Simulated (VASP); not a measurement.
Input of a VASP 6.6.1 run:

File INCAR:

```
SYSTEM = CdGaC4N4
PREC = Accurate
ENCUT = 520
EDIFF = 1E-6
ISMEAR = 0
SIGMA = 0.1
LREAL = .FALSE.
LASPH = .TRUE.
NELM = 80
ALGO = Normal
ISIF = 2
LWAVE = .FALSE.
LCHARG = .FALSE.
GGA = PE
NBANDS = 42
```

The input KPOINTS:

```
regular mesh
0
G
  4 4 4
  0 0 0
```

File POSCAR:

```
CdGaC4N4
1.0
    3.8340779646     -4.0424466487      0.0000000000
    3.8340779646      4.0424466487      0.0000000000
    0.0000000000      0.0000000000      7.6803835538
Cd Ga C N
1 1 4 4
Direct
    0.5000000000      0.5000000000      0.5000000000
    0.0000000000      0.0000000000      0.0000000000
    0.8131399518      0.8131399518      0.8128121404
    0.1868600482      0.1868600482      0.1871878596
    0.8131399518      0.8131399518      0.1871878596
    0.1868600482      0.1868600482      0.8128121404
    0.7059813655      0.7059813655      0.7044732624
    0.2940186345      0.2940186345      0.2955267376
    0.7059813655      0.7059813655      0.2955267376
    0.2940186345      0.2940186345      0.7044732624
```

Potentials or basis: VASP PAW PBE potentials, release 64 (Cd, Ga_d, C, N).

Launch:

```sh
$ cat potpaw_PBE.64/Cd/POTCAR potpaw_PBE.64/Ga_d/POTCAR potpaw_PBE.64/C/POTCAR potpaw_PBE.64/N/POTCAR > POTCAR
$ mpirun -np 1 vasp_std > vasp.out
```

Q: What does it give for the band gap on the k mesh?

A: Zero (an odd number of electrons rules out a gap without spin polarisation).

Q: Predict the largest force.

A: 0.397 eV/Å.

Stress tensor (GPa, compression positive):
```
 0.75  0.00  0.00
 0.00 -0.01  0.00
 0.00  0.00  0.78
```

Caveat: an odd number of electrons without spin polarisation forces a metal; a magnetic or distorted state may lie lower.
